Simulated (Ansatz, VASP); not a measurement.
## Cu: VASP beside Ansatz

```
Cu
1.0
     2.48047    0.00000    0.00000
    -1.24024    2.14815    0.00000
     0.00000    0.00000    4.08905
Cu
2
Direct
  0.33333 0.66667 0.25000
  0.66667 0.33333 0.75000
```

Alike in both runs: task single point; functional LDA; k mesh 17 × 17 × 10; occupations fermi-dirac, width 0.1 eV; no spin polarisation.

```csv
,VASP,Ansatz
version,VASP 6.6.1,Ansatz 0.2.0
potentials or method,"VASP PAW LDA potentials, release 64 (Cu), cutoff 520 eV","all-electron LAPW, scalar-relativistic"
```

```csv
,VASP,Ansatz,Ansatz less VASP
pressure (GPa),1.1,0.0,-1.11
```

LDA's correlation is that of Perdew and Zunger in VASP and of Perdew and Wang (1992) in Ansatz. Ansatz ran all-electron here, and VASP with PAW potentials.
